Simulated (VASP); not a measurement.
Here is a VASP 6.6.1 calculation.

File INCAR:

```
ALGO = Normal ; EDIFF = 1E-6
ENCUT = 520 ; GGA = RE
ISIF = 2 ; ISMEAR = -1
ISPIN = 2 ; LASPH = T
LCHARG = T ; LELF = T
LMAXMIX = 4 ; LORBIT = 11
LREAL = F ; LVHAR = T
LWAVE = F ; MAGMOM = 2.479 -2.479
NBANDS = 24 ; NELM = 150
PREC = Accurate ; SIGMA = 0.05
```

KPOINTS

```
k-points
0
Gamma
  13 13 13
```

Contents of POSCAR:

```
Mn
1.0
    0.0000000000      2.3796365277      2.3796365277
    2.3796365277      0.0000000000      2.3796365277
    2.3796365277      2.3796365277      0.0000000000
Mn
2
Direct
    0.0000000000      0.0000000000      0.0000000000
    0.5000000000      0.5000000000      0.5000000000
```

Potentials or basis: VASP PAW PBE potentials, release 64 (Mn_pv).

Launch:

```sh
$ cat potpaw_PBE.64/Mn_pv/POTCAR > POTCAR
$ mpirun -np 1 vasp_std > vasp.out
```

Question: Estimate the net moment.

Answer: 0.00 μB per cell.

Question: Predict the band gap on the k mesh.

Answer: Zero (filled and empty bands overlap).

Question: What does it give for the pressure?

Answer: 3.8 GPa.

Caveat: the cell stands under pressure; the antiferromagnetic order is the one typed at the start, and another may lie lower; the PAW data sets were made with another functional, which shifts forces and pressure a little.
